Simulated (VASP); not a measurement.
**GaN: single point with r2SCAN**

GaN:

```
Ga N
1.0
     0.00000    2.12090    2.12090
     2.12090    0.00000    2.12090
     2.12090    2.12090    0.00000
Ga N
1 1
Direct
  0.00000 0.00000 0.00000
  0.50000 0.50000 0.50000
```

```yaml
Program: VASP 6.6.1
Task: single point
Functional: r2SCAN
Potentials_or_basis: VASP PAW PBE potentials, release 64 (Ga_d, N)
Cutoff: 520 eV
k_mesh: 11 × 11 × 11
Occupations: fermi-dirac, width 0.05 eV
Spin: no spin polarisation
```

| Quantity | Value |
| --- | --- |
| Pressure | -2.9 GPa |
| Band gap on the k mesh | 1.18 eV, indirect (least direct gap 3.18 eV) |

Levels at points of the mesh, in eV from the valence-band top:
```
           k point  band 7  band 8  band 9  band 10  band 11  band 12
(0.00, 0.00, 0.00)   -0.52   -0.52   -0.52     2.65    15.38    15.38
```

Run time: 2.2 min on 1 thread of AMD EPYC 7R43 64-Core Processor (Zen 3) (shared host), peak memory 0.11 GiB.

Caveat: the PAW data sets were made with another functional, which shifts forces and pressure a little. r2SCAN opens gaps a little over a GGA but as a rule still falls short of measured ones.
